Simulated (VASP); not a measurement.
# SiC (F-43m) in VASP: settings compared

Aim: see how the results for SiC move with the level of theory and the settings. Levels: r2SCAN, b88 exchange, pbe correlation. Tasks: single point.

All numbers are computed with VASP 6.6.1; they aren't measurements. Logs are shortened: lines on timing, memory, paths and dates and some standing lists are left out, and cuts for length are marked.

## Step 1: The cell of the first run

It takes space group F-43m (No. 216, cubic). Conventional cell: a = 4.299 Å, b = 4.299 Å, c = 4.299 Å, α = 90.00°, β = 90.00°, γ = 90.00°. Within 2.5 Å of Si (site symmetry -43m) lie 4 C at 1.86 Å. C (site symmetry -43m) has 4 Si at 1.86 Å within 2.5 Å.

## Step 2: Single point, r2SCAN (9.93 Å³/atom)

File POSCAR:

```
SiC
1.0
    0.0000000000      2.1495504440      2.1495504440
    2.1495504440      0.0000000000      2.1495504440
    2.1495504440      2.1495504440      0.0000000000
Si C
1 1
Direct
    0.0000000000      0.0000000000      0.0000000000
    0.7500000000      0.7500000000      0.7500000000
```

File INCAR.step1:

```
ALGO     = Normal         # electronic algorithm
EDIFF    = 1E-5           # SCF threshold, eV
ENCUT    = 660            # plane-wave cutoff, eV
GGA      = PE             # functional
GGA_COMPAT= False        
ISMEAR   = -1             # smearing method
LASPH    = True           # aspherical terms in the spheres
LCHARG   = False          # write CHGCAR
LREAL    = False          # projectors in reciprocal space
LWAVE    = True           # write WAVECAR
NBANDS   = 11             # bands
NELM     = 120            # most SCF steps
PREC     = Accurate       # precision mode
SIGMA    = 0.05           # smearing width, eV
```

File INCAR.step2:

```
ALGO     = Normal         # electronic algorithm
EDIFF    = 1E-6           # SCF threshold, eV
ENCUT    = 660            # plane-wave cutoff, eV
GGA_COMPAT= False        
ISIF     = 2              # what is computed and relaxed
ISMEAR   = -1             # smearing method
ISTART   = 1            
LASPH    = True           # aspherical terms in the spheres
LCHARG   = False          # write CHGCAR
LMIXTAU  = True         
LREAL    = False          # projectors in reciprocal space
LWAVE    = False          # write WAVECAR
METAGGA  = R2SCAN         # meta-GGA
NBANDS   = 11             # bands
NELM     = 120            # most SCF steps
PREC     = Accurate       # precision mode
SIGMA    = 0.05           # smearing width, eV
```

File KPOINTS:

```
k-points
0
Gamma
  10 10 10
```

Potentials or basis: VASP PAW PBE potentials, release 64 (Si, C).

On the command line:

```sh
$ cat potpaw_PBE.64/Si/POTCAR potpaw_PBE.64/C/POTCAR > POTCAR
$ cp INCAR.step1 INCAR
$ mpirun -np 1 vasp_std > vasp.out
$ cp INCAR.step2 INCAR
$ mpirun -np 1 vasp_std > vasp.out
```

OUTCAR:

```text
EDIFF = 1E-6
   ENCUT = 660
   ISIF = 2
   ISMEAR = -1
   ISTART = 1
   LASPH = True
   LREAL = False
   METAGGA = R2SCAN
   NELM = 120
   PREC = Accurate

 ion  position               nearest neighbor table
   1  0.000  0.000  0.000-   2 1.86   2 1.86   2 1.86   2 1.86
   2  0.750  0.750  0.750-   1 1.86   1 1.86   1 1.86   1 1.86

  LATTYP: Found a face centered cubic cell.
 ALAT       =     4.2991008880

  Lattice vectors:

 A1 = (   0.0000000000,   2.1495504440,   2.1495504440)
 A2 = (   2.1495504440,   0.0000000000,   2.1495504440)
 A3 = (   2.1495504440,   2.1495504440,   0.0000000000)

Analysis of symmetry for initial positions (statically):
=====================================================================
 Subroutine PRICEL returns:
 Original cell was already a primitive cell.

 Routine SETGRP: Setting up the symmetry group for a
 face centered cubic supercell.

 Subroutine GETGRP returns: Found 24 space group operations
 (whereof 24 operations were pure point group operations)
 out of a pool of 48 trial point group operations.

The static configuration has the point symmetry T_d .

Analysis of symmetry for dynamics (positions and initial velocities):
=====================================================================
 Subroutine PRICEL returns:
 Original cell was already a primitive cell.

 Routine SETGRP: Setting up the symmetry group for a
 face centered cubic supercell.

 Subroutine GETGRP returns: Found 24 space group operations
 (whereof 24 operations were pure point group operations)
 out of a pool of 48 trial point group operations.

The dynamic configuration has the point symmetry T_d .

 Subroutine INISYM returns: Found 24 space group operations
 (whereof 24 operations are pure point group operations),
 and found     1 'primitive' translations

----------------------------------------------------------------------------------------

                                     Primitive cell

  volume of cell :      19.8643

  direct lattice vectors                    reciprocal lattice vectors
     0.000000000  2.149550444  2.149550444    -0.232606777  0.232606777  0.232606777
     2.149550444  0.000000000  2.149550444     0.232606777 -0.232606777  0.232606777
     2.149550444  2.149550444  0.000000000     0.232606777  0.232606777 -0.232606777

  length of vectors
     3.039923391  3.039923391  3.039923391     0.402886755  0.402886755  0.402886755

[... 86 lines left out ...]
   ISIF   =      2    stress and relaxation
   ISYM   =      2    0-nonsym 1-usesym 2-fastsym
   POTIM  = 0.5000    time-step for ionic-motion
   TEBEG  =    0.0;   TEEND  =   0.0 temperature during run
   PSTRESS=    0.0 pullay stress
   NELECT =       8.0000    total number of electrons
   NUPDOWN=      -1.0000    fix difference up-down
   EMIN   =  10.00;   EMAX   =-10.00  energy-range for DOS
   EFERMI =   0.00;   METHOD = LEGACY
   ISMEAR =    -1;   SIGMA  =   0.05  broadening in eV -4-tet -1-fermi 0-gaus
   EFERMI_NEDOS =   21; number of points for ismear=-14 and -15
   IALGO  =     38    algorithm
   IMIX   =      4    mixing-type and parameters
     AMIX     =   0.40;   BMIX     =  1.00
     AMIX_MAG =   1.60;   BMIX_MAG =  1.00
  volume/ion in A,a.u.               =       9.93        67.03
  Fermi-wavevector in a.u.,A,eV,Ry     =   1.208965  2.284613 19.886237  1.461597
  Thomas-Fermi vector in A             =   2.344557
   LORBIT       =      0    0 simple, 1 ext, 2 COOP (PROOUT), +10 PAW based schemes
   METAGGA = R2SCAN    functional components
   LHFCALC =     F    Hartree Fock is set to
   AEXX    =    0.0000 exact exchange contribution
   IVDW    =     0    specifies the selected vdW correction
   LEPSILON=     F    determine dielectric tensor
   LRPA    =     F    only Hartree local field effects (RPA)
 non-spin polarized calculation
  energy-cutoff  :      660.00
  volume of cell :       19.86
 maximum number of plane-waves:       785
 NGX is ok and might be reduce to    28
   NGX = 13   NGY = 13   NGZ = 13

 number of electron       8.0000000 magnetization

 Free energy of the ion-electron system (eV)
  ---------------------------------------------------
  ext. energy  EPLUGINS =         0.00000000
  ---------------------------------------------------
  free energy    TOTEN  =       -19.30884904 eV

  energy without entropy =      -19.30884904  energy(sigma->0) =      -19.30884904

 E-fermi :   9.3102     XC(G=0): -12.1180

 val. band max:        8.4424268137   @ k =   0.0000   0.0000   0.0000
 cond. band min:      10.1417956217   @ k =   0.5000   0.5000   0.0000
 fundamental gap:      1.6993688080
 Fermi energy:         9.3101930135

 k-point     1 :       0.0000    0.0000    0.0000
  band No.  band energies     occupation
      1      -8.0643      2.00000
      2       8.4424      2.00000
      3       8.4424      2.00000
      4       8.4424      2.00000
      5      15.7933      0.00000
      6      16.6049      0.00000
      7      16.6049      0.00000
      8      16.6049      0.00000
      9      23.9083      0.00000
     10      23.9083      0.00000
     11      26.8885      0.00000
[... 309 lines left out ...]
 k-point    24 :       0.4000    0.3000    0.0000
  band No.  band energies     occupation
      1      -4.7180      2.00000
      2       2.5584      2.00000
      3       5.0910      2.00000
      4       5.6333      2.00000
      5      11.7850      0.00000
      6      14.7942      0.00000
      7      21.4186      0.00000
      8      21.6622      0.00000
      9      23.8118      0.00000
     10      27.9369      0.00000
     11      31.5938      0.00000

 [... further k-points ...]

------------------------ aborting loop because EDIFF is reached ----------------------------------------

  FORCE on cell =-STRESS in cart. coord.  units (eV):
  Direction    XX          YY          ZZ          XY          YZ          ZX
  --------------------------------------------------------------------------------------
  -------------------------------------------------------------------------------------
  Total        1.1523749      1.1523749      1.1523749      0.0000000      0.0000000      0.0000000
  in kB       92.9461625     92.9461625     92.9461625      0.0000000      0.0000000      0.0000000
  external PRESSURE =      92.9461625 kB  Pullay stress =       0.0000000 kB

 VOLUME and BASIS-vectors are now :
 -----------------------------------------------------------------------------
  energy-cutoff  :      660.00
  volume of cell :       19.86
      direct lattice vectors                 reciprocal lattice vectors
     0.000000000  2.149550444  2.149550444    -0.232606777  0.232606777  0.232606777
     2.149550444  0.000000000  2.149550444     0.232606777 -0.232606777  0.232606777
     2.149550444  2.149550444  0.000000000     0.232606777  0.232606777 -0.232606777

 POSITION                                       TOTAL-FORCE (eV/Angst)
 -----------------------------------------------------------------------------------
      0.00000      0.00000      0.00000         0.000000      0.000000      0.000000
      3.22433      3.22433      3.22433        -0.000000     -0.000000     -0.000000
 -----------------------------------------------------------------------------------
    total drift:                                0.000000      0.000000      0.000000

  FREE ENERGIE OF THE ION-ELECTRON SYSTEM (eV)
  ---------------------------------------------------
  free  energy   TOTEN  =       -19.3088490393 eV

  energy  without entropy=      -19.3088490386  energy(sigma->0) =      -19.30884904
```

Wall time 60 s (1 thread of Intel Xeon 8259CL, shared host); peak memory 0.16 GiB.

Results:

```
Free energy            : -19.3088 eV
Pressure               : 9.3 GPa
Band gap on the k mesh : 1.70 eV (least direct gap 5.11 eV)
```

Caveat: the cell stands under pressure; the PAW data sets were made with another functional, which shifts forces and pressure a little. A k mesh can miss the band edges.

## Step 3: Single point, b88 exchange, pbe correlation

This run uses another cell than the first one, of 9.73 Å³/atom.

File INCAR:

```
ALGO = Normal
EDIFF = 1E-6
ENCUT = 600
GGA = LIBXC
GGA_COMPAT = False
ISIF = 2
ISMEAR = -1
LASPH = True
LCHARG = False
LIBXC1 = GGA_X_B88
LIBXC2 = GGA_C_PBE
LREAL = False
LWAVE = False
NBANDS = 11
NELM = 120
PREC = Accurate
SIGMA = 0.05
```

KPOINTS is that of step 2.

File POSCAR:

```
SiC
1.0
    0.0000000000      2.1345181309      2.1345181309
    2.1345181309      0.0000000000      2.1345181309
    2.1345181309      2.1345181309      0.0000000000
Si C
1 1
Direct
    0.0000000000      0.0000000000      0.0000000000
    0.7500000000      0.7500000000      0.7500000000
```

Potentials or basis: VASP PAW PBE potentials, release 64 (Si, C).

On the command line:

```sh
$ cat potpaw_PBE.64/Si/POTCAR potpaw_PBE.64/C/POTCAR > POTCAR
$ mpirun -np 1 vasp_std > vasp.out
```

It took 7.6 s on 1 thread of Intel Xeon Platinum 8259CL at 2.50GHz (Skylake/Cascade Lake), shared host; peak memory 0.13 GiB.

It converged, with:

```yaml
Free_energy: -14.7759 eV
Pressure: 18.9 GPa
Band_gap_on_the_k_mesh: 1.31 eV (least direct gap 4.61 eV)
```

Levels at points of the mesh, in eV from the valence-band top:
| k point | band 1 | band 2 | band 3 | band 4 | band 5 | band 6 | band 7 | band 8 |
| --- | --- | --- | --- | --- | --- | --- | --- | --- |
| (0.00, 0.00, 0.00) | -15.89 | 0.00 | 0.00 | 0.00 | 6.96 | 7.76 | 7.76 | 7.76 |
| (0.50, 0.00, 0.00) | -12.10 | -8.87 | -1.06 | -1.06 | 6.01 | 7.49 | 7.49 | 10.41 |
| (0.50, 0.50, 0.00) | -10.59 | -7.99 | -3.30 | -3.30 | 1.31 | 4.56 | 14.77 | 14.77 |

Caveat: the cell stands under pressure; the PAW data sets were made with another functional, which shifts forces and pressure a little. A k mesh can miss the band edges.
